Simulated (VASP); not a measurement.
GaAs:

```
Ga As
1.0
     0.00000    2.83308    2.83308
     2.83308    0.00000    2.83308
     2.83308    2.83308    0.00000
Ga As
1 1
Cartesian
  0.0000 0.0000 0.0000
  1.4165 1.4165 1.4165
```

Program: VASP 6.6.1. Alike in all runs: no spin polarisation; cell as given; cutoff (eV) 520; smearing gaussian 0.01 eV.

Problem. Order these runs on this cell by their band gap on the k mesh, lowest first.
A. level r2SCAN; potentials or basis VASP PAW PBE potentials, release 64 (Ga_d, As); k mesh 6 × 6 × 6
B. level PBE; potentials or basis VASP PAW PBE potentials, release 64 (Ga_d, As); k mesh 6 × 6 × 6
C. level LDA; potentials or basis VASP PAW LDA potentials, release 64 (Ga_d, As); k mesh 8 × 8 × 8

Solution. C (0.28 eV), B (0.47 eV), A (0.94 eV).

Caveats: the gap is small at this level, which inflates the dielectric constant (some runs).

A k mesh can miss the band edges.
